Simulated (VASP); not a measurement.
Runs of VASP 6.6.1 on GaP. Symmetry: F-43m, No. 216, cubic system. Conventional cell: a = 5.451 Å, b = 5.451 Å, c = 5.451 Å, α = 90.00°, β = 90.00°, γ = 90.00°. Ga (site symmetry -43m) has 4 P at 2.36 Å within 3.1 Å. P (site symmetry -43m) has 4 Ga at 2.36 Å within 3.1 Å. 

```csv
task,level,potentials or basis,k mesh,cutoff (eV),smearing,grid for exact exchange (PRECFOCK),share of exact exchange,screening parameter,GW scheme,GW iterations,gap on the mesh (eV),pressure (GPa)
single point,r2SCAN,"VASP PAW PBE potentials, release 64 (Ga_d, P)",6 × 6 × 6,520,methfessel-paxton 0.001 eV,-,-,-,-,-,1.91,0.0
single point,PBE-based screened hybrid,"VASP PAW PBE potentials, release 64 (Ga_d, P)",4 × 4 × 4,520,gaussian 0.01 eV,Normal,0.1,0.2078 1/Å,-,-,(a),2.1
single point,r2SCAN,"VASP PAW PBE potentials, release 64 (Ga_d, P)",6 × 6 × 6,520,gaussian 0.01 eV,-,-,-,-,-,1.91,0.0
single point,r2SCAN,"VASP PAW PBE potentials, release 64 (Ga_d, P)","6 × 6 × 6, shifted",520,gaussian 0.01 eV,-,-,-,-,-,2.16,0.0
single point,r2SCAN,"VASP PAW PBE potentials, release 64 (Ga_d, P)",6 × 6 × 6,520,gaussian 0.2 eV,-,-,-,-,-,1.91,0.0
single point,r2SCAN+D3(BJ),"VASP PAW PBE potentials, release 64 (Ga_d, P)",6 × 6 × 6,520,gaussian 0.01 eV,-,-,-,-,-,1.91,-1.2
```

Alike in all rows: no spin polarisation; cell as given.

Q: Estimate the missing entries.

A: (a) 1.89.

Caveats: some runs use coarse meshes; the PAW data sets were made with another functional, which shifts forces and pressure a little.

A k mesh can miss the band edges, and the runs leave out spin-orbit coupling on Ga.
